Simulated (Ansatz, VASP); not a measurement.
AlN: VASP beside Ansatz

```
Al N
1.0
     3.10669    0.00000    0.00000
    -1.55335    2.69048    0.00000
     0.00000    0.00000    4.97859
Al N
2 2
Direct
  0.33333 0.66667 0.99670
  0.66667 0.33333 0.49670
  0.33333 0.66667 0.37830
  0.66667 0.33333 0.87830
```

Alike in both runs: task single point; functional HSE06; k mesh 6 × 6 × 4; no spin polarisation.

|  | VASP | Ansatz |
| --- | --- | --- |
| version | VASP 6.6.1 | Ansatz 0.2.0 |
| potentials or method | VASP PAW PBE potentials, release 64 (Al, N) | plane waves, PAW |
| plane-wave cutoff (eV) | 520 | 420 |
| occupations | gaussian, width 0.01 eV | fixed |
| valence electrons in the cell | 16 | 16 |

|  | VASP | Ansatz | Ansatz less VASP |
| --- | --- | --- | --- |
| gap on the k mesh at the Fermi level (eV) | 5.59 | 5.60 | +0.007 |
| pressure (GPa) | -0.8 | -0.6 | +0.15 |
| traceless stress, the component that is largest in VASP (GPa) | -0.10 | -0.19 | -0.093 |
| rms of the force components (eV/Å) | 0.004 | 0.006 | +0.0015 |

Atom by atom the forces differ by 0.002 eV/Å (rms over components). Ansatz's warnings: stress exchange threshold loose, stress scf threshold loose.
